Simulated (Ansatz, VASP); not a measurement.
# Cu in VASP and in Ansatz

```xyz
3
Lattice="0.0000 0.0000 2.8853 0.0000 2.8853 0.0000 -4.3280 -1.4427 -1.4427" Properties=species:S:1:pos:R:3 pbc="T T T"
Cu   -2.8853    0.0000    0.0000
Cu    0.0000    0.0000    0.0000
Cu   -1.4427    1.4427    1.4427
```

Alike in both runs: task relaxation of cell and atoms; functional PBE; k mesh 14 × 14 × 14; occupations gaussian, width 0.1 eV; no spin polarisation.

|  | VASP | Ansatz |
| --- | --- | --- |
| version | VASP 6.6.1 | Ansatz 0.2.0 |
| potentials or method | VASP PAW PBE potentials, release 64 (Cu), cutoff 600 eV | scalar-relativistic, plane waves, PAW |
| valence electrons in the cell | 33 | 57 |

```tsv
	VASP	Ansatz	Ansatz less VASP
gap on the k mesh at the Fermi level, each at its own relaxed structure (eV)	none	none	-
relaxed volume (Å³/atom)	12.07	12.01	-0.055
relaxed cell length with the largest relative difference (Å)	2.890	2.885	-0.0050
```

A gap of «none» marks a metal or a gap that the smearing closes. VASP's potentials hold 33 valence electrons a cell and Ansatz's 57, so a difference there can come from the potentials and not from the codes.
